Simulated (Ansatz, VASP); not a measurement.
**One calculation of SiO2, two programs**

```
Si O
1.0
     5.05630    0.00000    0.00000
     0.00000    5.05630    0.00000
     0.00000    0.00000    7.02451
Si O
4 8
Direct
  0.20561 0.20561 0.00000
  0.29439 0.70561 0.75000
  0.70561 0.29439 0.25000
  0.79439 0.79439 0.50000
  0.59303 0.74117 0.67379
  0.40697 0.25883 0.17379
  0.74117 0.59303 0.32621
  0.24117 0.90697 0.92379
  0.25883 0.40697 0.82621
  0.09303 0.75883 0.57621
  0.90697 0.24117 0.07621
  0.75883 0.09303 0.42379
```

Change from the starting cell: equal strain along all axes, cell held, atoms relaxed: +1.5 %.

Alike in both runs: functional r2SCAN; k mesh 6 × 6 × 4; occupations gaussian, width 0.02 eV; no spin polarisation.

Ansatz relaxed the structure, and its values are those at the end. VASP's run is a single point on that final structure, the one shown.

|  | VASP | Ansatz |
| --- | --- | --- |
| version | VASP 6.6.1 | Ansatz 0.2.0 |
| potentials or method | VASP PAW PBE potentials, release 64 (Si, O), cutoff 520 eV | scalar-relativistic, plane waves, PAW |
| valence electrons in the cell | 64 | 64 |

|  | VASP | Ansatz | Ansatz less VASP |
| --- | --- | --- | --- |
| gap on the k mesh at the Fermi level (eV) | 6.25 | 6.25 | +0.001 |
| least direct gap on the mesh (eV) | 6.25 | 6.25 | +0.001 |
| pressure (GPa) | -0.5 | -0.6 | -0.16 |
| rms of the force components (eV/Å) | 0.009 | 0.001 | -0.0078 |

VASP's potentials were made for PBE, not for r2SCAN. Ansatz's warnings: stress scf threshold loose.
